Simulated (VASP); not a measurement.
**InSe2: relaxation of cell and atoms with PBE**

The system is InSe2.

```
In Se
1.0
     3.89489    0.00000    0.00000
     0.00000    3.89489    0.00000
     0.00000    0.00000    9.62623
In Se
2 4
Direct
  0.00000 0.50000 0.70647
  0.50000 0.00000 0.29353
  0.00000 0.50000 0.36621
  0.50000 0.00000 0.63379
  0.00000 0.00000 0.00000
  0.50000 0.50000 0.00000
```

- Program: VASP 6.6.1
- Task: relaxation of cell and atoms
- Functional: PBE
- Potentials or basis: VASP PAW PBE potentials, release 64 (In_d, Se)
- Cutoff: 600 eV
- k mesh: 10 × 10 × 4
- Occupations: gaussian, width 0.1 eV
- Spin: no spin polarisation
- Dipole correction: no
- Further INCAR settings: ALGO = Normal; EDIFF = 1e-06; IBRION = 2; EDIFFG = -0.005; NSW = 100; ISIF = 3

| Quantity | Value |
| --- | --- |
| Relaxed volume | 24.54 Å³/atom |
| Relaxed cell | a = 3.887 Å, b = 3.887 Å, c = 9.749 Å, α = 90.00°, β = 90.00°, γ = 90.00° |
| Space group after relaxing (to 0.1 Å) | P4/nmm (No. 129) |
| Energy gained by relaxing | 0.8 meV/atom |
| Ionic steps | 25 |
| Pressure after relaxing | 0.0 GPa |
| Largest force after relaxing | 0.004 eV/Å |
| Band gap on the k mesh | zero (bands 25 and 26 overlap by 2.07 eV) |

Forces on the atoms (eV/Å):
```
In   0.000  0.000 -0.004
In   0.000  0.000  0.004
Se   0.000  0.000 -0.002
Se   0.000  0.000  0.002
Se   0.000  0.000  0.000
Se   0.000  0.000  0.000
```

Step by step:
| step | energy change (eV) | largest force (eV/Å) | pressure (GPa) | volume (Å³) |
| --- | --- | --- | --- | --- |
| 1 | 0.0000 | 0.0555 | -0.07 | 146.03 |
| 2 | -0.0023 | 0.0299 | 0.21 | 145.80 |
| 3 | -0.0025 | 0.0199 | 0.32 | 145.71 |
| 4 | -0.0041 | 0.0161 | 0.10 | 146.68 |
| 5 | -0.0044 | 0.0166 | -0.01 | 147.18 |
| 6 | -0.0044 | 0.0168 | -0.01 | 147.21 |
| 7 | -0.0044 | 0.0170 | -0.03 | 147.26 |
| 8 | -0.0044 | 0.0121 | 0.00 | 147.25 |
| 9 | -0.0044 | 0.0063 | 0.03 | 147.24 |
| 10 | -0.0045 | 0.0058 | 0.01 | 147.30 |
| 11 | -0.0045 | 0.0060 | -0.03 | 147.39 |
| 12 | -0.0045 | 0.0053 | -0.02 | 147.34 |
| 13 | -0.0045 | 0.0115 | 0.01 | 147.20 |
| 14 | -0.0045 | 0.0136 | 0.03 | 147.14 |
| 15 | -0.0045 | 0.0146 | 0.03 | 147.14 |
| 16 | -0.0045 | 0.0148 | 0.02 | 147.14 |
| 17 | -0.0045 | 0.0150 | 0.02 | 147.13 |
| 18 | -0.0045 | 0.0139 | 0.01 | 147.16 |
| 19 | -0.0046 | 0.0100 | -0.01 | 147.23 |
| 20 | -0.0046 | 0.0078 | -0.06 | 147.37 |
| 21 | -0.0046 | 0.0077 | -0.05 | 147.31 |
| 22 | -0.0046 | 0.0059 | -0.04 | 147.30 |
| 23 | -0.0046 | 0.0056 | -0.03 | 147.29 |
| 24 | -0.0046 | 0.0052 | -0.01 | 147.27 |
| 25 | -0.0046 | 0.0043 | -0.01 | 147.26 |

Final structure:
```
In Se
1.0
     3.88663    0.00000    0.00000
     0.00000    3.88663    0.00000
     0.00000    0.00000    9.74858
In Se
2 4
Direct
  0.00000 0.50000 0.70449
  0.50000 0.00000 0.29551
  0.00000 0.50000 0.36563
  0.50000 0.00000 0.63437
  0.00000 0.00000 0.00000
  0.50000 0.50000 0.00000
```

Levels at points of the mesh, in eV from the Fermi level:
| k point | band 23 | band 24 | band 25 | band 26 | band 27 | band 28 |
| --- | --- | --- | --- | --- | --- | --- |
| (0.00, 0.00, 0.00) | -1.78 | -1.78 | 0.25 | 0.49 | 2.88 | 2.88 |
| (0.50, 0.00, 0.00) | -1.30 | -1.30 | -0.99 | -0.99 | 1.67 | 1.67 |
| (0.50, 0.50, 0.00) | -1.54 | -1.54 | -1.12 | -1.12 | 2.70 | 2.70 |
| (0.00, 0.00, 0.50) | -1.72 | -1.28 | 0.25 | 0.51 | 2.04 | 2.88 |
| (0.50, 0.00, 0.50) | -1.04 | -1.04 | -1.00 | -1.00 | 1.14 | 1.14 |
| (0.50, 0.50, 0.50) | -1.74 | -1.74 | -1.44 | -1.44 | 3.44 | 3.44 |

Wall time 29 min on 1 thread of AMD EPYC 9R45 (Zen 5), with other jobs on the host, peak memory 0.45 GiB.

Caveat: spin-orbit coupling is left out, which moves the levels of the heavy elements.
